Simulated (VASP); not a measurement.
# TiB2N3 (P4mm) in VASP: a series of runs

The runs below take TiB2N3 through single point, relaxation of cell and atoms, with PBE.

Program: VASP 6.6.1. These are calculated values, not measurements. Logs are shortened: lines on timing, memory, paths and dates and some standing lists are left out, and cuts for length are marked.

### 1 The cell of the first run

The structure is tetragonal, space group P4mm (No. 99). The conventional cell has a = 3.261 Å, b = 3.261 Å, c = 4.754 Å, α = 90.00°, β = 90.00°, γ = 90.00°. Within 2.9 Å of Ti (site symmetry 4mm) lie 6 B at 2.20 to 2.55 Å and 4 N at 2.31 Å. Within 2.3 Å of B (site symmetry 4mm) lie 4 N at 1.73 Å and 1 Ti at 2.20 Å. B (site symmetry 4mm) has 1 N at 1.52 Å within 2.0 Å. N (site symmetry 2mm) has 2 N at 1.72 Å and 2 B at 1.73 Å within 2.3 Å. Within 2.0 Å of N (site symmetry 4mm) lie 1 B at 1.52 Å and 4 N at 1.72 Å.

### 2 Single point, PBE

Contents of INCAR:

```
PREC = Accurate
ENCUT = 520
EDIFF = 1E-7
ISMEAR = 0
SIGMA = 0.1
LREAL = F
LASPH = T
NELM = 100
ALGO = Normal
ISIF = 2
LWAVE = F
LCHARG = F
GGA = PE
NBANDS = 26
```

Contents of KPOINTS:

```
regular mesh
0
Gamma
  12 12 8
```

Contents of POSCAR:

```
TiB2N3
1.0
    3.2607785408      0.0000000000      0.0000000000
    0.0000000000      3.2607785408      0.0000000000
    0.0000000000      0.0000000000      4.7541349813
Ti B N
1 2 3
Direct
    0.0000000000      0.0000000000      0.1036070855
    0.0000000000      0.0000000000      0.6400957465
    0.5000000000      0.5000000000      0.3285833768
    0.5000000000      0.0000000000      0.7603295061
    0.0000000000      0.5000000000      0.7603295061
    0.5000000000      0.5000000000      0.6481744890
```

Potentials or basis: VASP PAW PBE potentials, release 64 (Ti_sv, B, N).

Launch:

```bash
cat potpaw_PBE.64/Ti_sv/POTCAR potpaw_PBE.64/B/POTCAR potpaw_PBE.64/N/POTCAR > POTCAR
mpirun -np 1 vasp_std > vasp.out
```

OUTCAR:

```text
PREC = Accurate
   ENCUT = 520
   EDIFF = 1E-7
   ISMEAR = 0
   LREAL = F
   LASPH = T
   NELM = 100
   ISIF = 2
   GGA = PE

 ion  position               nearest neighbor table
   1  0.000  0.000  0.104-   2 2.20   4 2.31   5 2.31   5 2.31   4 2.31   3 2.54   3 2.54   3 2.54
                             3 2.54
   2  0.000  0.000  0.640-   4 1.73   5 1.73   5 1.73   4 1.73   1 2.20
   3  0.500  0.500  0.329-   6 1.52   1 2.54   1 2.54   1 2.54   1 2.54
   4  0.500  0.000  0.760-   6 1.72   6 1.72   2 1.73   2 1.73   1 2.31   1 2.31
   5  0.000  0.500  0.760-   6 1.72   6 1.72   2 1.73   2 1.73   1 2.31   1 2.31
   6  0.500  0.500  0.648-   3 1.52   4 1.72   5 1.72   4 1.72   5 1.72

  LATTYP: Found a simple tetragonal cell.
 ALAT       =     3.2607785408
 C/A-ratio  =     1.4579754258

  Lattice vectors:

 A1 = (   3.2607785408,   0.0000000000,   0.0000000000)
 A2 = (   0.0000000000,   3.2607785408,   0.0000000000)
 A3 = (   0.0000000000,   0.0000000000,   4.7541349813)

Analysis of symmetry for initial positions (statically):
=====================================================================
 Subroutine PRICEL returns:
 Original cell was already a primitive cell.

 Routine SETGRP: Setting up the symmetry group for a
 simple tetragonal supercell.

 Subroutine GETGRP returns: Found  8 space group operations
 (whereof  8 operations were pure point group operations)
 out of a pool of 16 trial point group operations.

The static configuration has the point symmetry C_4v.

Analysis of symmetry for dynamics (positions and initial velocities):
=====================================================================
 Subroutine PRICEL returns:
 Original cell was already a primitive cell.

 Routine SETGRP: Setting up the symmetry group for a
 simple tetragonal supercell.

 Subroutine GETGRP returns: Found  8 space group operations
 (whereof  8 operations were pure point group operations)
 out of a pool of 16 trial point group operations.

The dynamic configuration has the point symmetry C_4v.

 Subroutine INISYM returns: Found  8 space group operations
 (whereof  8 operations are pure point group operations),
 and found     1 'primitive' translations

----------------------------------------------------------------------------------------

                                     Primitive cell

  volume of cell :      50.5492

  direct lattice vectors                    reciprocal lattice vectors
     3.260778541  0.000000000  0.000000000     0.306675227  0.000000000  0.000000000
     0.000000000  3.260778541  0.000000000     0.000000000  0.306675227  0.000000000
     0.000000000  0.000000000  4.754134981     0.000000000  0.000000000  0.210343207

  length of vectors
     3.260778541  3.260778541  4.754134981     0.306675227  0.306675227  0.210343207

  position of ions in fractional coordinates (direct lattice)
     0.000000000  0.000000000  0.103607086
     0.000000000  0.000000000  0.640095747
     0.500000000  0.500000000  0.328583377
     0.500000000  0.000000000  0.760329506
     0.000000000  0.500000000  0.760329506
     0.500000000  0.500000000  0.648174489

  ion indices of the primitive-cell ions
   primitive index   ion index
                 1           1
                 2           2
                 3           3
                 4           4
                 5           5
                 6           6

----------------------------------------------------------------------------------------

 KPOINTS: regular mesh

Automatic generation of k-mesh.
 Grid dimensions read from file:
 generate k-points for:   12   12    8

 Generating k-lattice:

  Cartesian coordinates                     Fractional coordinates (reciprocal lattice)
     0.025556269  0.000000000  0.000000000     0.083333333  0.000000000  0.000000000
     0.000000000  0.025556269  0.000000000     0.000000000  0.083333333  0.000000000
     0.000000000  0.000000000  0.026292901     0.000000000  0.000000000  0.125000000

  Length of vectors
     0.025556269  0.025556269  0.026292901

  Shift w.r.t. Gamma in fractional coordinates (k-lattice)
     0.000000000  0.000000000  0.000000000

 Subroutine IBZKPT returns following result:
 ===========================================

 Found    140 irreducible k-points:

 Following reciprocal coordinates:
            Coordinates               Weight
  0.000000  0.000000  0.000000      1.000000
  0.083333  0.000000  0.000000      4.000000
  0.166667  0.000000  0.000000      4.000000
  0.250000  0.000000  0.000000      4.000000
  0.333333  0.000000  0.000000      4.000000
  0.416667  0.000000  0.000000      4.000000
[... 16 lines left out ...]
  0.333333  0.333333  0.000000      4.000000
  0.416667  0.333333  0.000000      8.000000
 [... further k-points ...]
   k-points           NKPTS =    140   k-points in BZ     NKDIM =    140   number of bands    NBANDS=     26
   number of dos      NEDOS =    301   number of ions     NIONS =      6
   total plane-waves  NPLWV =  20736
   dimension x,y,z NGX =    24 NGY =   24 NGZ =   36
   dimension x,y,z NGXF=    48 NGYF=   48 NGZF=   72
   ions per type =               1   2   3
   NGX,Y,Z   is equivalent  to a cutoff of  12.24, 12.24, 12.59 a.u.
   NGXF,Y,Z  is equivalent  to a cutoff of  24.47, 24.47, 25.18 a.u.
 SYSTEM =  unknown system
   PREC   = accura    normal or accurate (medium, high low for compatibility)
   ISTART =      0    job   : 0-new  1-cont  2-samecut
   ICHARG =      2    charge: 1-file 2-atom 10-const
   ISPIN  =      1    spin polarized calculation?
   LNONCOLLINEAR =      F non collinear calculations
   LSORBIT =      F    spin-orbit coupling
   LASPH  =      T    aspherical Exc in radial PAW
   ENCUT  =  520.0 eV  38.22 Ry    6.18 a.u.   6.06  6.06  8.84*2*pi/ulx,y,z
   NELM   =    100;   NELMIN=  2; NELMDL= -5     # of ELM steps
   EDIFF  = 0.1E-06   stopping-criterion for ELM
   LREAL  =      F    real-space projection
   EDIFFG = 0.1E-05   stopping-criterion for IOM
   NSW    =      0    number of steps for IOM
   IBRION =     -1    ionic relax: 0-MD 1-quasi-New 2-CG
   NFREE  =      0    steps in history (QN), initial steepest desc. (CG)
   ISIF   =      2    stress and relaxation
   ISYM   =      2    0-nonsym 1-usesym 2-fastsym
   POTIM  = 0.5000    time-step for ionic-motion
   TEBEG  =    0.0;   TEEND  =   0.0 temperature during run
   PSTRESS=    0.0 pullay stress
   NELECT =      33.0000    total number of electrons
   NUPDOWN=      -1.0000    fix difference up-down
   EMIN   =  10.00;   EMAX   =-10.00  energy-range for DOS
   EFERMI =   0.00;   METHOD = LEGACY
   ISMEAR =     0;   SIGMA  =   0.10  broadening in eV -4-tet -1-fermi 0-gaus
   EFERMI_NEDOS =   21; number of points for ismear=-14 and -15
   IALGO  =     38    algorithm
   IMIX   =      4    mixing-type and parameters
     AMIX     =   0.40;   BMIX     =  1.00
     AMIX_MAG =   1.60;   BMIX_MAG =  1.00
  volume/ion in A,a.u.               =       8.42        56.85
  Fermi-wavevector in a.u.,A,eV,Ry     =   1.420174  2.683739 27.441496  2.016893
  Thomas-Fermi vector in A             =   2.541117
   LORBIT       =      0    0 simple, 1 ext, 2 COOP (PROOUT), +10 PAW based schemes
   GGA     = PE    functional components
   LHFCALC =     F    Hartree Fock is set to
   AEXX    =    0.0000 exact exchange contribution
   IVDW    =     0    specifies the selected vdW correction
   LEPSILON=     F    determine dielectric tensor
   LRPA    =     F    only Hartree local field effects (RPA)
 non-spin polarized calculation
 Gauss-broadening in eV      SIGMA  =   0.10
  energy-cutoff  :      520.00
  volume of cell :       50.55
 maximum number of plane-waves:      1400
   NGX = 13   NGY = 13   NGZ = 17

 number of electron      33.0000012 magnetization

 Free energy of the ion-electron system (eV)
  ---------------------------------------------------
  ext. energy  EPLUGINS =         0.00000000
  ---------------------------------------------------
  free energy    TOTEN  =       -39.52148990 eV

  energy without entropy =      -39.50648602  energy(sigma->0) =      -39.51398796

 E-fermi :   7.5367     XC(G=0): -12.2178

 val. band max:        7.5338839876   @ k =   0.0833   0.0000   0.0000
 cond. band min:       7.5399977821   @ k =   0.3333   0.0833   0.3750
 fundamental gap:      0.0061137945
 Fermi energy:         7.5366955390

 k-point     1 :       0.0000    0.0000    0.0000
  band No.  band energies     occupation
      1     -49.4786      2.00000
      2     -25.7685      2.00000
      3     -25.6528      2.00000
      4     -25.6528      2.00000
      5     -14.2016      2.00000
      6      -5.0854      2.00000
[... 18 lines left out ...]
     25      13.5662      0.00000
     26      13.6107      0.00000

 k-point     2 :       0.0833    0.0000    0.0000
  band No.  band energies     occupation
      1     -49.4779      2.00000
      2     -25.7671      2.00000
      3     -25.6614      2.00000
      4     -25.6520      2.00000
      5     -14.1339      2.00000
      6      -5.6494      2.00000
[... 18 lines left out ...]
     25      13.6871      0.00000
     26      13.8406      0.00000

 k-point     3 :       0.1667    0.0000    0.0000
  band No.  band energies     occupation
      1     -49.4760      2.00000
      2     -25.7635      2.00000
      3     -25.6848      2.00000
      4     -25.6500      2.00000
      5     -13.9337      2.00000
      6      -6.7463      2.00000
[... 18 lines left out ...]
     25      14.0228      0.00000
     26      14.2917      0.00000

 k-point     4 :       0.2500    0.0000    0.0000
  band No.  band energies     occupation
      1     -49.4735      2.00000
      2     -25.7585      2.00000
      3     -25.7166      2.00000
      4     -25.6472      2.00000
      5     -13.6114      2.00000
      6      -7.8963      2.00000
[... 18 lines left out ...]
     25      14.4786      0.00000
     26      14.9818      0.00000

 k-point     5 :       0.3333    0.0000    0.0000
  band No.  band energies     occupation
      1     -49.4710      2.00000
      2     -25.7551      2.00000
      3     -25.7466      2.00000
      4     -25.6444      2.00000
      5     -13.1955      2.00000
      6      -8.9428      2.00000
[... 18 lines left out ...]
     25      14.9251      0.00000
     26      15.8241      0.00000

 k-point     6 :       0.4167    0.0000    0.0000
  band No.  band energies     occupation
      1     -49.4691      2.00000
      2     -25.7723      2.00000
      3     -25.7488      2.00000
      4     -25.6424      2.00000
      5     -12.7672      2.00000
      6      -9.7604      2.00000
[... 427 lines left out ...]
 k-point    21 :       0.4167    0.2500    0.0000
  band No.  band energies     occupation
      1     -49.4642      2.00000
      2     -25.7644      2.00000
      3     -25.7395      2.00000
      4     -25.7039      2.00000
      5     -12.1413      2.00000
      6      -9.3882      2.00000
[... 18 lines left out ...]
     25      14.0469      0.00000
     26      16.4481      0.00000

 k-point    22 :       0.5000    0.2500    0.0000
  band No.  band energies     occupation
      1     -49.4635      2.00000
      2     -25.7725      2.00000
      3     -25.7383      2.00000
      4     -25.7030      2.00000
      5     -11.9096      2.00000
      6      -9.7329      2.00000
[... 18 lines left out ...]
     25      14.1255      0.00000
     26      16.8473      0.00000

 k-point    23 :       0.3333    0.3333    0.0000
  band No.  band energies     occupation
      1     -49.4635      2.00000
      2     -25.7433      2.00000
      3     -25.7366      2.00000
      4     -25.7336      2.00000
      5     -12.1511      2.00000
      6      -8.6637      2.00000
[... 18 lines left out ...]
     25      13.5722      0.00000
     26      16.1235      0.00000

 k-point    24 :       0.4167    0.3333    0.0000
  band No.  band energies     occupation
      1     -49.4617      2.00000
      2     -25.7605      2.00000
      3     -25.7379      2.00000
      4     -25.7314      2.00000
      5     -11.6810      2.00000
      6      -9.1776      2.00000
[... 18 lines left out ...]
     25      13.4844      0.00000
     26      16.5114      0.00000

 [... further k-points ...]
[... 5 lines left out ...]
  --------------------------------------------------------------------------------------
  -------------------------------------------------------------------------------------
  Total       -0.0059020     -0.0059020      0.0463664      0.0000000      0.0000000     -0.0000000
  in kB       -0.1870674     -0.1870674      1.4696029      0.0000000      0.0000000     -0.0000000
  external PRESSURE =       0.3651560 kB  Pullay stress =       0.0000000 kB

 VOLUME and BASIS-vectors are now :
 -----------------------------------------------------------------------------
  energy-cutoff  :      520.00
  volume of cell :       50.55
      direct lattice vectors                 reciprocal lattice vectors
     3.260778541  0.000000000  0.000000000     0.306675227  0.000000000  0.000000000
     0.000000000  3.260778541  0.000000000     0.000000000  0.306675227  0.000000000
     0.000000000  0.000000000  4.754134981     0.000000000  0.000000000  0.210343207

 POSITION                                       TOTAL-FORCE (eV/Angst)
 -----------------------------------------------------------------------------------
      0.00000      0.00000      0.49256         0.000000     -0.000000      0.034083
      0.00000      0.00000      3.04310        -0.000000     -0.000000     -0.003633
      1.63039      1.63039      1.56213        -0.000000      0.000000     -0.026183
      1.63039      0.00000      3.61471         0.000000     -0.000000     -0.014905
      0.00000      1.63039      3.61471        -0.000000     -0.000000     -0.014905
      1.63039      1.63039      3.08151        -0.000000      0.000000      0.025542
 -----------------------------------------------------------------------------------
    total drift:                                0.000000      0.000000     -0.000489

  FREE ENERGIE OF THE ION-ELECTRON SYSTEM (eV)
  ---------------------------------------------------
  free  energy   TOTEN  =       -39.5214898980 eV

  energy  without entropy=      -39.5064860234  energy(sigma->0) =      -39.51398796
```

It took 2.2 min on 1 thread of Intel Xeon Platinum 8375C at 2.90GHz (Ice Lake), shared host; peak memory 0.28 GiB.

What came out:

| Property | Result |
| --- | --- |
| Free energy | -39.5215 eV |
| Pressure | 0.0 GPa |
| Largest force | 0.034 eV/Å |

Forces on the atoms (eV/Å):
```
Ti   0.000  0.000  0.034
B    0.000  0.000 -0.004
B    0.000  0.000 -0.026
N    0.000  0.000 -0.015
N    0.000  0.000 -0.015
N    0.000  0.000  0.026
```

### 3 Single point, PBE, collinear spin, ferromagnetic start

This run uses another cell than the first one, of 10.02 Å³/atom, 1.189 times its volume.

Contents of INCAR:

```
PREC = Accurate
ENCUT = 520
EDIFF = 1E-6
ISMEAR = 0
SIGMA = 0.1
LREAL = False
LASPH = True
NELM = 150
ALGO = Normal
ISIF = 2
LWAVE = False
LCHARG = False
ISPIN = 2
MAGMOM = 1 0 0 0 0 0
LORBIT = 11
LMAXMIX = 4
GGA = PE
NBANDS = 30
```

Contents of KPOINTS:

```
Automatic mesh
0
Gamma
  4 4 6
```

Contents of POSCAR:

```
TiB2N3
1.0
    4.0575327000      0.0000000000      0.0000000000
    0.0000000000      4.0575327000      0.0000000000
    0.0000000000      0.0000000000      3.6507032600
Ti B N
1 2 3
Direct
    0.0000000000      0.0000000000      0.0083075400
    0.0000000000      0.0000000000      0.5219981500
    0.5000000000      0.5000000000      0.3740738400
    0.5000000000      0.0000000000      0.8089161000
    0.0000000000      0.5000000000      0.8089161000
    0.5000000000      0.5000000000      0.7189079800
```

Potentials or basis: VASP PAW PBE potentials, release 64 (Ti_sv, B, N).

Launch:

```bash
cat potpaw_PBE.64/Ti_sv/POTCAR potpaw_PBE.64/B/POTCAR potpaw_PBE.64/N/POTCAR > POTCAR
mpirun -np 1 vasp_std > vasp.out
```

Wall time 74 s (1 thread of Intel Xeon Platinum 8375C at 2.90GHz (Ice Lake), shared host); peak memory 0.22 GiB.

It converged, with:

| Item | Value |
| --- | --- |
| Free energy | -33.2003 eV |
| Pressure | 15.6 GPa |
| Largest force | 6.843 eV/Å |
| Net moment | 0.00 μB per cell |
| Valence electrons inside the program's atomic spheres | Ti 10.69; B 1.78, 1.93; N 3.47, 3.72 |

Forces on the atoms (eV/Å):
```
Ti   0.000  0.000 -0.341
B    0.000  0.000 -1.003
B    0.000  0.000 -6.335
N    0.000  0.000  0.418
N    0.000  0.000  0.418
N    0.000  0.000  6.843
```

Stress tensor (GPa, compression positive):
```
-16.15   0.00   0.00
  0.00 -16.15   0.00
  0.00   0.00  79.16
```

Levels at points of the mesh, in eV from the Fermi level:
Spin up:
```csv
k point,band 13,band 14,band 15,band 16,band 17,band 18,band 19,band 20
"(0.00, 0.00, 0.00)",-3.06,-2.98,-1.72,-0.08,0.66,0.66,1.10,2.71
"(0.50, 0.00, 0.00)",-2.63,-2.55,-1.92,-1.28,0.02,1.03,1.35,1.73
"(0.50, 0.50, 0.00)",-3.01,-1.85,-1.40,-1.40,-0.58,0.14,0.36,0.36
"(0.00, 0.00, 0.50)",-3.49,-3.49,-2.72,-0.15,-0.15,-0.13,1.28,1.73
"(0.50, 0.00, 0.50)",-3.57,-3.12,-2.04,-0.34,-0.27,0.00,0.98,1.13
"(0.50, 0.50, 0.50)",-2.95,-1.73,-1.46,-1.46,-0.71,-0.51,0.40,0.76
```
Spin down:
| k point | band 14 | band 15 | band 16 | band 17 | band 18 | band 19 |
| --- | --- | --- | --- | --- | --- | --- |
| (0.00, 0.00, 0.00) | -2.98 | -1.72 | -0.08 | 0.66 | 0.66 | 1.10 |
| (0.50, 0.00, 0.00) | -2.55 | -1.92 | -1.28 | 0.02 | 1.03 | 1.35 |
| (0.50, 0.50, 0.00) | -1.85 | -1.40 | -1.40 | -0.58 | 0.14 | 0.36 |
| (0.00, 0.00, 0.50) | -3.49 | -2.72 | -0.15 | -0.15 | -0.13 | 1.28 |
| (0.50, 0.00, 0.50) | -3.12 | -2.04 | -0.34 | -0.27 | 0.00 | 0.98 |
| (0.50, 0.50, 0.50) | -1.73 | -1.46 | -1.46 | -0.71 | -0.51 | 0.40 |

Caveat: the k points lie up to 0.39 Å⁻¹ apart; forces of over 1 eV/Å act on the atoms, so gaps and moduli don't describe the material at rest.

(Continued in part 2 of 2.)
